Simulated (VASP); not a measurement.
As, 2 atoms in the cell. Symmetry: R-3m, No. 166, trigonal system. Conventional cell: a = 3.762 Å, b = 3.762 Å, c = 10.542 Å, α = 90.00°, β = 90.00°, γ = 120.00°. As (site symmetry 3m) has 6 As at 2.51 to 3.14 Å within 3.3 Å. 

- Program: VASP 6.6.1
- Task: single point
- Functional: PBEsol
- Potentials or basis: VASP PAW PBE potentials, release 64 (As)
- Cutoff: 520 eV
- k mesh: 7 × 7 × 7
- Occupations: fermi-dirac, width 0.05 eV
- Spin: non-collinear spin, zero start, spin-orbit coupling
- Starting moments: [[0.0, 0.0, 0.0], [0.0, 0.0, 0.0]] μB
- Dipole correction: no
- Further INCAR settings: ALGO = Normal; EDIFF = 1e-06; NBANDS = 22

Potentials or basis: VASP PAW PBE potentials, release 64 (As).

Command:

```console
$ cat potpaw_PBE.64/As/POTCAR > POTCAR
$ mpirun -np 1 vasp_ncl > vasp.out
```

Hardware: 1 thread of Intel Xeon 8259CL, on a shared host.

Problem. Estimate the wall time of this run.

Solution. Wall time 120 s on 1 thread of Intel Xeon 8259CL, with other jobs on the host, peak memory 0.33 GiB. Counts: scf iterations 11, k points 44.
